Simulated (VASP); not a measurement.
ZnSe, 2 atoms in the cell. Symmetry: F-43m, No. 216, cubic system. Conventional cell: a = 5.339 Å, b = 5.339 Å, c = 5.339 Å, α = 90.00°, β = 90.00°, γ = 90.00°. Within 3.1 Å of Zn (site symmetry -43m) lie 4 Se at 2.31 Å. Within 3.1 Å of Se (site symmetry -43m) lie 4 Zn at 2.31 Å. 

```yaml
Program: VASP 6.6.1
Task: single point
Functional: LDA
Potentials_or_basis: VASP PAW LDA potentials, release 64 (Zn, Se)
Cutoff: 520 eV
k_mesh: 8 × 8 × 8
Occupations: gaussian, width 0.01 eV
Spin: no spin polarisation
Dipole_correction: no
Further_INCAR_settings: ALGO = Normal; EDIFF = 1e-07; NBANDS = 16
```

Potentials or basis: VASP PAW LDA potentials, release 64 (Zn, Se).

Command:

```console
$ cat potpaw_LDA.64/Zn/POTCAR potpaw_LDA.64/Se/POTCAR > POTCAR
$ mpirun -np 1 vasp_std > vasp.out
```

Hardware: 1 thread of Intel(R) Xeon(R) Platinum 8488C (Sapphire Rapids) (shared host).

Problem. Estimate the wall time of this run.

Solution. Wall time 11 s on 1 thread of Intel(R) Xeon(R) Platinum 8488C (Sapphire Rapids) (shared host), peak memory 0.14 GiB. Counts: scf iterations 13, k points 29.
